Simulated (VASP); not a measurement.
# BeTe (F-43m) in VASP: further runs

Aim: see how the results for BeTe move with the level of theory and the settings. Levels: RPBE+D3(BJ), RPBE. Tasks: relaxation of cell and atoms.

Program: VASP 6.6.1. These are calculated values, not measurements. Logs are shortened: lines on timing, memory, paths and dates and some standing lists are left out, and cuts for length are marked.

**1. The cell of the first run**

The structure is cubic, space group F-43m (No. 216). The conventional cell has a = 5.540 Å, b = 5.540 Å, c = 5.540 Å, α = 90.00°, β = 90.00°, γ = 90.00°. Te (site symmetry -43m) has 4 Be at 2.40 Å within 3.2 Å. Within 3.2 Å of Be (site symmetry -43m) lie 4 Te at 2.40 Å.

**2. Relaxation of cell and atoms, RPBE+D3(BJ)**

INCAR

```
SYSTEM = BeTe
PREC     = Accurate       ! precision mode
ENCUT    = 600            ! plane-wave cutoff, eV
EDIFF    = 1E-7           ! SCF threshold, eV
ISMEAR   = -1             ! smearing method
SIGMA    = 0.05           ! smearing width, eV
LREAL    = .False.        ! projectors in reciprocal space
LASPH    = .True.         ! aspherical terms in the spheres
NELM     = 80             ! most SCF steps
ALGO     = Normal         ! electronic algorithm
ISIF     = 3              ! what is computed and relaxed
LWAVE    = .False.        ! write WAVECAR
LCHARG   = .False.        ! write CHGCAR
GGA      = RP             ! functional
IVDW     = 12             ! dispersion correction
IBRION   = 2              ! ionic algorithm
NSW      = 80             ! ionic steps
EDIFFG   = -0.02          ! ionic threshold
```

KPOINTS

```
regular mesh
0
Gamma
  8 8 8
  0 0 0
```

POSCAR

```
BeTe
1.0
    0.0000000000      2.7700000000      2.7700000000
    2.7700000000      0.0000000000      2.7700000000
    2.7700000000      2.7700000000      0.0000000000
Te Be
1 1
Direct
    0.7500000000      0.7500000000      0.7500000000
    0.0000000000      0.0000000000      0.0000000000
```

Potentials or basis: VASP PAW PBE potentials, release 64 (Te, Be).

Started as:

```sh
> cat potpaw_PBE.64/Te/POTCAR potpaw_PBE.64/Be/POTCAR > POTCAR
> mpirun -np 1 vasp_std > vasp.out
```

OUTCAR:

```text
SYSTEM = BeTe
   PREC = Accurate
   ENCUT = 600
   EDIFF = 1E-7
   ISMEAR = -1
   LREAL = .False.
   LASPH = .True.
   NELM = 80
   ISIF = 3
   GGA = RP
   IVDW = 12
   IBRION = 2
   NSW = 80
   EDIFFG = -0.02
 IVDW          = 12

 ion  position               nearest neighbor table
   1  0.750  0.750  0.750-   2 2.40   2 2.40   2 2.40   2 2.40
   2  0.000  0.000  0.000-   1 2.40   1 2.40   1 2.40   1 2.40

  LATTYP: Found a face centered cubic cell.
 ALAT       =     5.5400000000

  Lattice vectors:

 A1 = (   0.0000000000,   2.7700000000,   2.7700000000)
 A2 = (   2.7700000000,   0.0000000000,   2.7700000000)
 A3 = (   2.7700000000,   2.7700000000,   0.0000000000)

Analysis of symmetry for initial positions (statically):
=====================================================================
 Subroutine PRICEL returns:
 Original cell was already a primitive cell.

 Routine SETGRP: Setting up the symmetry group for a
 face centered cubic supercell.

 Subroutine GETGRP returns: Found 24 space group operations
 (whereof 24 operations were pure point group operations)
 out of a pool of 48 trial point group operations.

The static configuration has the point symmetry T_d .

Analysis of symmetry for dynamics (positions and initial velocities):
=====================================================================
 Subroutine PRICEL returns:
 Original cell was already a primitive cell.

 Routine SETGRP: Setting up the symmetry group for a
 face centered cubic supercell.

 Subroutine GETGRP returns: Found 24 space group operations
 (whereof 24 operations were pure point group operations)
 out of a pool of 48 trial point group operations.

The dynamic configuration has the point symmetry T_d .

 Subroutine INISYM returns: Found 24 space group operations
 (whereof 24 operations are pure point group operations),
 and found     1 'primitive' translations

----------------------------------------------------------------------------------------

                                     Primitive cell

  volume of cell :      42.5079

  direct lattice vectors                    reciprocal lattice vectors
     0.000000000  2.770000000  2.770000000    -0.180505415  0.180505415  0.180505415
     2.770000000  0.000000000  2.770000000     0.180505415 -0.180505415  0.180505415
     2.770000000  2.770000000  0.000000000     0.180505415  0.180505415 -0.180505415

  length of vectors
     3.917371568  3.917371568  3.917371568     0.312644550  0.312644550  0.312644550

  position of ions in fractional coordinates (direct lattice)
     0.750000000  0.750000000  0.750000000
     0.000000000  0.000000000  0.000000000

  ion indices of the primitive-cell ions
   primitive index   ion index
                 1           1
                 2           2

----------------------------------------------------------------------------------------

 KPOINTS: regular mesh

Automatic generation of k-mesh.
 Grid dimensions read from file:
 generate k-points for:    8    8    8

 Generating k-lattice:

  Cartesian coordinates                     Fractional coordinates (reciprocal lattice)
    -0.022563177  0.022563177  0.022563177     0.125000000  0.000000000  0.000000000
     0.022563177 -0.022563177  0.022563177     0.000000000  0.125000000  0.000000000
     0.022563177  0.022563177 -0.022563177     0.000000000  0.000000000  0.125000000

  Length of vectors
     0.039080569  0.039080569  0.039080569

  Shift w.r.t. Gamma in fractional coordinates (k-lattice)
     0.000000000  0.000000000  0.000000000

 Subroutine IBZKPT returns following result:
 ===========================================

 Found     29 irreducible k-points:

 Following reciprocal coordinates:
            Coordinates               Weight
  0.000000  0.000000  0.000000      1.000000
  0.125000  0.000000  0.000000      8.000000
  0.250000  0.000000  0.000000      8.000000
  0.375000  0.000000  0.000000      8.000000
  0.500000  0.000000  0.000000      4.000000
  0.125000  0.125000  0.000000      6.000000
[... 16 lines left out ...]
  0.500000  0.250000  0.125000     48.000000
 -0.375000  0.250000  0.125000     24.000000
 [... further k-points ...]
   k-points           NKPTS =     29   k-points in BZ     NKDIM =     29   number of bands    NBANDS=      8
   number of dos      NEDOS =    301   number of ions     NIONS =      2
   total plane-waves  NPLWV =  32768
   dimension x,y,z NGX =    32 NGY =   32 NGZ =   32
   dimension x,y,z NGXF=    64 NGYF=   64 NGZF=   64
   ions per type =               1   1
   NGX,Y,Z   is equivalent  to a cutoff of  13.58, 13.58, 13.58 a.u.
   NGXF,Y,Z  is equivalent  to a cutoff of  27.16, 27.16, 27.16 a.u.
 SYSTEM =  BeTe
   PREC   = accura    normal or accurate (medium, high low for compatibility)
   ISTART =      0    job   : 0-new  1-cont  2-samecut
   ICHARG =      2    charge: 1-file 2-atom 10-const
   ISPIN  =      1    spin polarized calculation?
   LNONCOLLINEAR =      F non collinear calculations
   LSORBIT =      F    spin-orbit coupling
   LASPH  =      T    aspherical Exc in radial PAW
   ENCUT  =  600.0 eV  44.10 Ry    6.64 a.u.   7.82  7.82  7.82*2*pi/ulx,y,z
   NELM   =     80;   NELMIN=  2; NELMDL= -5     # of ELM steps
   EDIFF  = 0.1E-06   stopping-criterion for ELM
   LREAL  =      F    real-space projection
   EDIFFG = -.2E-01   stopping-criterion for IOM
   NSW    =     80    number of steps for IOM
   IBRION =      2    ionic relax: 0-MD 1-quasi-New 2-CG
   NFREE  =      1    steps in history (QN), initial steepest desc. (CG)
   ISIF   =      3    stress and relaxation
   ISYM   =      2    0-nonsym 1-usesym 2-fastsym
   POTIM  = 0.5000    time-step for ionic-motion
   TEBEG  =    0.0;   TEEND  =   0.0 temperature during run
   PSTRESS=    0.0 pullay stress
   NELECT =       8.0000    total number of electrons
   NUPDOWN=      -1.0000    fix difference up-down
   EMIN   =  10.00;   EMAX   =-10.00  energy-range for DOS
   EFERMI =   0.00;   METHOD = LEGACY
   ISMEAR =    -1;   SIGMA  =   0.05  broadening in eV -4-tet -1-fermi 0-gaus
   EFERMI_NEDOS =   21; number of points for ismear=-14 and -15
   IALGO  =     38    algorithm
   IMIX   =      4    mixing-type and parameters
     AMIX     =   0.40;   BMIX     =  1.00
     AMIX_MAG =   1.60;   BMIX_MAG =  1.00
  volume/ion in A,a.u.               =      21.25       143.43
  Fermi-wavevector in a.u.,A,eV,Ry     =   0.938170  1.772885 11.975354  0.880164
  Thomas-Fermi vector in A             =   2.065355
   LORBIT       =      0    0 simple, 1 ext, 2 COOP (PROOUT), +10 PAW based schemes
   GGA     = RP    functional components
   LHFCALC =     F    Hartree Fock is set to
   AEXX    =    0.0000 exact exchange contribution
   IVDW    =    12    specifies the selected vdW correction
   LEPSILON=     F    determine dielectric tensor
   LRPA    =     F    only Hartree local field effects (RPA)
 conjugate gradient relaxation of ions
 non-spin polarized calculation
  energy-cutoff  :      600.00
  volume of cell :       42.51
 maximum number of plane-waves:      1433
   NGX = 15   NGY = 15   NGZ = 15

--------------------------------------- Ionic step        1  -------------------------------------------

 number of electron       8.0000000 magnetization

 Free energy of the ion-electron system (eV)
  ---------------------------------------------------
  ext. energy  EPLUGINS =         0.00000000
  ---------------------------------------------------
  free energy    TOTEN  =        -6.97043336 eV

  energy without entropy =       -6.97043336  energy(sigma->0) =       -6.97043336

------------------------ aborting loop because EDIFF is reached ----------------------------------------

 Edisp (eV)   -2.72935

 E8    (eV) :    -1.6392

  FORCE on cell =-STRESS in cart. coord.  units (eV):
  Direction    XX          YY          ZZ          XY          YZ          ZX
  --------------------------------------------------------------------------------------
  -------------------------------------------------------------------------------------
  Total      -1.89024    -1.89024    -1.89024     0.00000     0.00000     0.00000
  in kB     -71.24572   -71.24572   -71.24572     0.00000     0.00000     0.00000
  external pressure =      -71.25 kB  Pullay stress =        0.00 kB
[... 61 lines left out ...]
  energy  without entropy=       -9.8138934570  energy(sigma->0) =       -9.81389346

--------------------------------------- Ionic step        3  -------------------------------------------

 number of electron       8.0000000 magnetization

 Free energy of the ion-electron system (eV)
  ---------------------------------------------------
  ext. energy  EPLUGINS =         0.00000000
  ---------------------------------------------------
  free energy    TOTEN  =        -6.63104170 eV

  energy without entropy =       -6.63104170  energy(sigma->0) =       -6.63104170

 E-fermi :   8.0478     XC(G=0):  -9.6700

 val. band max:        7.2669948709   @ k =   0.0000   0.0000   0.0000
 cond. band min:       8.8317341328   @ k =   0.5000   0.5000   0.0000
 fundamental gap:      1.5647392619
 Fermi energy:         8.0478139006

 k-point     1 :       0.0000    0.0000    0.0000
  band No.  band energies     occupation
      1      -6.2758      2.00000
      2       7.2670      2.00000
      3       7.2670      2.00000
      4       7.2670      2.00000
      5      10.7002      0.00000
      6      10.7002      0.00000
      7      10.7002      0.00000
      8      12.5056      0.00000
[... 243 lines left out ...]
 k-point    24 :      -0.3750    0.2500    0.1250
  band No.  band energies     occupation
      1      -4.1252      2.00000
      2       1.0535      2.00000
      3       3.7125      2.00000
      4       4.8085      2.00000
      5      11.3527      0.00000
      6      11.8900      0.00000
      7      14.4917      0.00000
      8      15.5857      0.00000

 [... further k-points ...]

------------------------ aborting loop because EDIFF is reached ----------------------------------------

 Edisp (eV)   -3.18644

 E8    (eV) :    -1.9243

  FORCE on cell =-STRESS in cart. coord.  units (eV):
  Direction    XX          YY          ZZ          XY          YZ          ZX
  --------------------------------------------------------------------------------------
  -------------------------------------------------------------------------------------
  Total       0.00740     0.00740     0.00740     0.00000    -0.00000    -0.00000
  in kB       0.31437     0.31437     0.31437     0.00000    -0.00000    -0.00000
  external pressure =        0.31 kB  Pullay stress =        0.00 kB
[... 17 lines left out ...]
  FREE ENERGIE OF THE ION-ELECTRON SYSTEM (eV)
  ---------------------------------------------------
  free  energy   TOTEN  =        -9.8174778542 eV

  energy  without entropy=       -9.8174778510  energy(sigma->0) =       -9.81747785

 reached required accuracy - stopping structural energy minimisation
```

It took 14 s on 1 thread of Intel Xeon 6975P-C (Granite Rapids), shared host; peak memory 0.2 GiB.

Results:

```
Free energy                            : -9.8175 eV
Relaxed volume                         : 18.85 Å³/atom
Relaxed cell                           : a = 3.763 Å, b = 3.763 Å, c = 3.763 Å, α = 60.00°, β = 60.00°, γ = 60.00°
Space group after relaxing (to 0.05 Å) : F-43m (No. 216)
Energy gained by relaxing              : 58.8 meV/atom
Ionic steps                            : 3
Pressure after relaxing                : 0.0 GPa
Band gap on the k mesh                 : 1.56 eV, indirect (least direct gap 3.43 eV)
Dispersion energy per atom             : -1.593 eV
```

Step by step:
```csv
step,energy change (eV),largest force (eV/Å),pressure (GPa),volume (Å³)
1,0.0000,0.0000,-7.12,42.51
2,-0.1141,0.0000,1.57,36.95
3,-0.1177,0.0000,0.03,37.69
```

Final structure:
```
CELL_PARAMETERS angstrom
0.00000 2.66118 2.66118
2.66118 0.00000 2.66118
2.66118 2.66118 0.00000
ATOMIC_POSITIONS crystal
Te 0.75000 0.75000 0.75000
Be 0.00000 0.00000 0.00000
```

Levels at points of the mesh, in eV from the valence-band top:
| k point | band 2 | band 3 | band 4 | band 5 | band 6 | band 7 |
| --- | --- | --- | --- | --- | --- | --- |
| (0.00, 0.00, 0.00) | 0.00 | 0.00 | 0.00 | 3.43 | 3.43 | 3.43 |
| (0.50, 0.00, 0.00) | -6.73 | -1.45 | -1.45 | 3.58 | 4.48 | 4.48 |
| (0.50, 0.50, 0.00) | -6.12 | -3.35 | -3.35 | 1.56 | 2.39 | 10.86 |

Caveat: the PAW data sets were made with another functional, which shifts forces and pressure a little; spin-orbit coupling is left out, which moves the levels of the heavy elements; the volume moved by -11 % from the deposited cell, more than functionals usually miss.

**3. Relaxation of cell and atoms, RPBE**

INCAR

```
  PREC = Accurate
  ENCUT = 600
  EDIFF = 1E-6
  ISMEAR = -1
  SIGMA = 0.05
  LREAL = False
  LASPH = True
  NELM = 80
  ALGO = Normal
  ISIF = 3
  LWAVE = False
  LCHARG = False
  GGA = RP
  IBRION = 2
  NSW = 80
  EDIFFG = -0.005
```

KPOINTS

```
Automatic mesh
0
Gamma
  8 8 8
```

POSCAR is that of step 2.

Potentials or basis: VASP PAW PBE potentials, release 64 (Te, Be).

Started as:

```sh
> cat potpaw_PBE.64/Te/POTCAR potpaw_PBE.64/Be/POTCAR > POTCAR
> mpirun -np 1 vasp_std > vasp.out
```

It took 13 s on 1 thread of Intel Xeon 6975P-C (Granite Rapids), shared host; peak memory 0.19 GiB.

Results (log left out):

- Free energy: -7.0456 eV
- Relaxed volume: 23.38 Å³/atom
- Relaxed cell: a = 4.044 Å, b = 4.044 Å, c = 4.044 Å, α = 60.00°, β = 60.00°, γ = 60.00°
- Space group after relaxing (to 0.05 Å): F-43m (No. 216)
- Energy gained by relaxing: 37.6 meV/atom
- Ionic steps: 3
- Pressure after relaxing: 0.0 GPa
- Band gap on the k mesh: 2.18 eV, indirect (least direct gap 3.58 eV)

Step by step:
```
step  energy change (eV)  largest force (eV/Å)  pressure (GPa)  volume (Å³)
   1              0.0000                0.0000            6.11        42.51
   2             -0.0723                0.0000           -0.98        47.70
   3             -0.0751                0.0000            0.02        46.76
```

Final structure:
```
Te Be
1.0
     0.00000    2.85943    2.85943
     2.85943    0.00000    2.85943
     2.85943    2.85943    0.00000
Te Be
1 1
Cartesian
  4.2891 4.2891 4.2891
  0.0000 0.0000 0.0000
```

Levels at points of the mesh, in eV from the valence-band top:
| k point | band 1 | band 2 | band 3 | band 4 | band 5 | band 6 | band 7 | band 8 |
| --- | --- | --- | --- | --- | --- | --- | --- | --- |
| (0.00, 0.00, 0.00) | -11.98 | 0.00 | 0.00 | 0.00 | 3.58 | 3.67 | 3.67 | 3.67 |
| (0.50, 0.00, 0.00) | -10.75 | -5.23 | -1.06 | -1.06 | 3.00 | 4.64 | 4.64 | 7.98 |
| (0.50, 0.50, 0.00) | -10.30 | -4.87 | -2.47 | -2.47 | 2.18 | 2.77 | 9.47 | 9.47 |

Caveat: the PAW data sets were made with another functional, which shifts forces and pressure a little; spin-orbit coupling is left out, which moves the levels of the heavy elements; the volume moved by +10 % from the deposited cell, more than functionals usually miss. Zero-point motion and thermal expansion aren't in these numbers.
